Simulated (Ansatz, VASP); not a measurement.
## TiAl3 in VASP and in Ansatz

File INCAR:

```
  PREC = Accurate
  ENCUT = 520
  EDIFF = 1E-6
  ISMEAR = 0
  SIGMA = 0.15
  LREAL = False
  LASPH = True
  NELM = 80
  ALGO = Fast
  ISIF = 2
  LWAVE = False
  LCHARG = True
  GGA = PS
  LELF = True
  LVHAR = True
  NBANDS = 18
```

Contents of KPOINTS:

```
Automatic mesh
0
Gamma
  18 10 10
```

File POSCAR:

```
TiAl3
1.0
    2.7813912058      0.0000000000      0.0000000000
    0.0000000000      4.6710700323     -0.0467107003
    0.0000000000     -0.0489340304      4.8934030395
Ti Al
1 3
Direct
    0.0000000000      0.5000000000      0.1631682049
    0.5000000000      0.5000000000      0.6640465240
    0.5000000000      0.0000000000      0.3331101826
    0.0000000000      0.0000000000      0.8396740885
```

Input for Ansatz:

```yaml
crystal:
  lattice:
    - [2.7813912058, 0.0, 0.0]
    - [0.0, 4.6710700323, -0.0467107003]
    - [0.0, -0.0489340304, 4.8934030395]
  atoms:
    - { symbol: Ti, position: [0.0, 0.5, 0.1631682049] }
    - { symbol: Al, position: [0.5, 0.5, 0.664046524] }
    - { symbol: Al, position: [0.5, 0.0, 0.3331101826] }
    - { symbol: Al, position: [0.0, 0.0, 0.8396740885] }
basis:
  ecutwfc: 420
kpoints:
  mp_grid: { grid: [18, 10, 10] }
hamiltonian:
  xc: pbesol
scf:
  occupations: { method: gaussian, width: 0.15 }
output:
  forces: true
  stress: true
  eigenvalues: true
```

Change from the starting cell: strain -0.0200 x Voigt [0, 0, 0, 1, 0, 0], atoms carried along.

Alike in both runs: task single point; functional PBEsol; k mesh 18 × 10 × 10; occupations gaussian, width 0.15 eV; no spin polarisation.

|  | VASP | Ansatz |
| --- | --- | --- |
| version | VASP 6.6.1 | Ansatz 0.2.0 |
| potentials or method | VASP PAW PBE potentials, release 64 (Ti_sv, Al), cutoff 520 eV | scalar-relativistic, plane waves, PAW |
| valence electrons in the cell | 21 | 21 |

```tsv
	VASP	Ansatz	Ansatz less VASP
gap on the k mesh at the Fermi level (eV)	none	none	-
pressure (GPa)	0.1	0.0	-0.06
traceless stress, the component that is largest in VASP (GPa)	1.41	1.41	-0.002
rms of the force components (eV/Å)	0.009	0.009	0.0000
```

VASP's potentials were made for PBE, not for PBEsol. Atom by atom the forces differ by 0.001 eV/Å (rms over components). A gap of «none» marks a metal or a gap that the smearing closes.
